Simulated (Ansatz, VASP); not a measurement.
# Two plane-wave programs on Rh2Au

```
Au Rh
1.0
     3.79351   -0.07198    0.09718
    -1.95909    3.14667   -0.02361
     0.15869    0.04710    5.98258
Au Rh
1 2
Direct
  0.63518 0.28088 0.84427
  0.99438 0.98084 0.09461
  0.31609 0.67215 0.59990
```

Alike in both runs: task single point; functional PBE; k mesh 3 × 3 × 1; occupations fermi-dirac, width 0.15 eV; non-collinear spin, spin-orbit coupling.

```csv
,VASP,Ansatz
version,VASP 6.6.1,Ansatz 0.2.0 development build
potentials or method,"VASP PAW PBE potentials, release 64 (Au, Rh_pv)","plane waves, PAW datasets (hand-made set)"
plane-wave cutoff (eV),520,617
valence electrons in the cell,41,53
```

Ansatz gave:

| Item | Value |
| --- | --- |
| rms of the force components (eV/Å) | 1.045 |
| net moment per atom (μB) | 0.00 |

Q: Which values does VASP return?

A: rms of the force components (eV/Å): 1.051; net moment per atom (μB): 0.00.

Atom by atom the forces differ by 0.009 eV/Å (rms over components). VASP's potentials hold 41 valence electrons a cell and Ansatz's 53, so a difference there can come from the potentials and not from the codes.

The k mesh is coarse, so the values compare programs but aren't converged.
